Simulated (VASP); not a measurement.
Runs of VASP 6.6.1 on Sc. The structure is that of space group P6_3/mmc (No. 194), or close to it. The cells are those of the table. 

| cell | further INCAR settings | gap on the mesh (eV) | pressure (GPa) |
| --- | --- | --- | --- |
| a = 3.309, b = 3.309, c = 5.360 Å, angles 90.0, 90.0, 120.0°, 2 atoms | ALGO = Fast; EDIFF = 1e-06; NBANDS = 18 | none | (b) |
| a = 3.309, b = 3.309, c = 5.163 Å, angles 90.0, 90.0, 120.0°, 2 atoms | ALGO = Fast; EDIFF = 1e-06; NBANDS = 18 | none | -1.8 |
| a = 3.309, b = 3.309, c = 5.242 Å, angles 90.0, 90.0, 120.0°, 2 atoms | ALGO = Fast; EDIFF = 1e-06; NBANDS = 18 | none | -2.5 |
| a = 3.309, b = 3.309, c = 5.215 Å, angles 90.0, 90.0, 120.0°, 2 atoms | ALGO = Fast; EDIFF = 1e-06; NBANDS = 18 | none | -2.3 |
| a = 3.309, b = 3.309, c = 5.294 Å, angles 90.0, 90.0, 120.0°, 2 atoms | ALGO = Fast; EDIFF = 1e-07; NBANDS = 18 | none | (a) |

Alike in all rows: task single point; level PBEsol; potentials or basis VASP PAW PBE potentials, release 64 (Sc_sv); no spin polarisation; k mesh 18 × 18 × 10; cutoff (eV) 520; smearing gaussian 0.15 eV.

Question: Estimate the missing entries.

Answer: (a) -3.0; (b) -3.5.

Caveats: the PAW data sets were made with another functional, which shifts forces and pressure a little; the cell stands under tension (at least some runs).

A gap of «none» marks levels without a gap at the run's occupations.
